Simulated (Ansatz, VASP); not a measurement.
V3MoS8: VASP beside Ansatz

```
CELL_PARAMETERS angstrom
3.32861 0.00000 0.00000
-1.66431 2.88266 0.00000
0.00000 0.00000 25.89387
ATOMIC_POSITIONS crystal
V 0.33333 0.66667 0.00000
V 0.66667 0.33333 0.25000
V 0.66667 0.33333 0.75000
Mo 0.33333 0.66667 0.50000
S 0.33333 0.66667 0.18875
S 0.33333 0.66667 0.68875
S 0.66667 0.33333 0.93875
S 0.66667 0.33333 0.43875
S 0.33333 0.66667 0.31125
S 0.33333 0.66667 0.81125
S 0.66667 0.33333 0.06125
S 0.66667 0.33333 0.56125
```

Alike in both runs: task single point; functional PBE; k mesh 6 × 6 × 1; occupations gaussian, width 0.1 eV; collinear spin.

```csv
,VASP,Ansatz
version,VASP 6.6.1,Ansatz 0.2.0
potentials or method,"VASP PAW PBE potentials, release 64 (V_sv, Mo_sv, S), cutoff 520 eV","scalar-relativistic, plane waves, PAW"
valence electrons in the cell,101,101
```

VASP gave:

```
gap on the k mesh at the Fermi level (eV)                     : none
pressure (GPa)                                                : -11.4
traceless stress, the component that is largest in VASP (GPa) : -1.02
rms of the force components (eV/Å)                            : 0.762
net moment per atom (μB)                                      : 0.08
size of the moment on the site where the two differ most (μB) : 1.06
```

Problem. Which values does Ansatz return?

Solution. gap on the k mesh at the Fermi level (eV): none; pressure (GPa): -11.3; traceless stress, the component that is largest in VASP (GPa): -1.03; rms of the force components (eV/Å): 0.763; net moment per atom (μB): 0.08; size of the moment on the site where the two differ most (μB): 0.99.

Site moments also hang on the region over which each program counts them. Atom by atom the forces differ by 0.002 eV/Å (rms over components). A gap of «none» marks a metal or a gap that the smearing closes.

The k mesh is coarse, so the values compare programs but aren't converged.
